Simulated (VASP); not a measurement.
Crystal: HfH3.

```
Hf H
1.0
     2.36092    4.08923    0.00000
    -2.36092    4.08923    0.00000
     0.00000   -2.72615    4.18250
Hf H
2 6
Direct
  0.00000 0.00000 0.00000
  0.50000 0.50000 0.50000
  0.87800 0.62200 0.75000
  0.25000 0.87800 0.75000
  0.62200 0.25000 0.75000
  0.12200 0.37800 0.25000
  0.75000 0.12200 0.25000
  0.37800 0.75000 0.25000
```

| Quantity | Value |
| --- | --- |
| Program | VASP 6.6.1 |
| Task | relaxation of cell and atoms |
| Functional | PBEsol |
| Potentials or basis | VASP PAW PBE potentials, release 64 (Hf_pv, H) |
| Cutoff | 600 eV |
| k mesh | 6 × 6 × 6 |
| Occupations | gaussian, width 0.0868 eV |
| Spin | no spin polarisation |

At the start: pressure 13.2 GPa; volume 10.09 Å³/atom.

**Question.** How do energy, volume and symmetry change on relaxing?

**Answer.** Over 23 steps the energy falls by 216.7 meV/atom and the volume is 8.28 Å³/atom (-18.0 %); space group R-3c (No. 167, to 0.1 Å) before and after.

The path:
```
step  energy change (eV)  largest force (eV/Å)  pressure (GPa)  volume (Å³)
   1              0.0000                0.7491           13.18        80.76
   2             -0.4846                0.2537           -0.16        90.86
   3             -0.4860                0.2274           -0.77        91.49
   4             -0.5070                0.2288           -0.77        90.99
   5             -0.5721                0.2312           -0.85        89.52
   6             -0.7104                0.2207           -1.06        86.58
   7             -0.9991                0.1414           -1.78        80.78
   8             -1.3629                0.3615           -2.93        69.47
   9             -1.3489                0.1786           -2.71        71.96
  10             -1.3645                0.2578           -2.83        70.79
  11             -1.3951                0.2768           -2.38        69.79
  12             -1.4461                0.3413           -1.09        67.42
  13             -1.3986                0.5758            2.70        62.72
  14             -1.4603                0.3717           -0.27        66.34
  15             -1.5017                0.3323           -0.01        66.24
  16             -1.6061                0.2164            0.71        65.90
  17             -1.7149                0.0055            2.28        65.10
  18             -1.7204                0.0518            2.72        64.83
  19             -1.7294                0.0535           -1.09        66.68
  20             -1.7325                0.0190            0.15        66.05
  21             -1.7325                0.0176            0.20        66.02
  22             -1.7330                0.0133            0.15        66.13
  23             -1.7333                0.0085            0.08        66.25
```

Final structure:
```yaml
crystal:
  lattice:
    - [1.93330, 3.34858, 0.00000]
    - [-1.93330, 3.34858, 0.00000]
    - [0.00000, -2.23238, 5.11677]
  atoms:
    - { symbol: Hf, position: [0.00000, 0.00000, 0.00000] }
    - { symbol: Hf, position: [0.50000, 0.50000, 0.50000] }
    - { symbol: H, position: [0.98522, 0.51478, 0.75000] }
    - { symbol: H, position: [0.25000, 0.98522, 0.75000] }
    - { symbol: H, position: [0.51478, 0.25000, 0.75000] }
    - { symbol: H, position: [0.01478, 0.48522, 0.25000] }
    - { symbol: H, position: [0.75000, 0.01478, 0.25000] }
    - { symbol: H, position: [0.48522, 0.75000, 0.25000] }
```

Caveat: the volume moved by over 15 % at a fixed basis, so the end points are rough; the PAW data sets were made with another functional, which shifts forces and pressure a little.
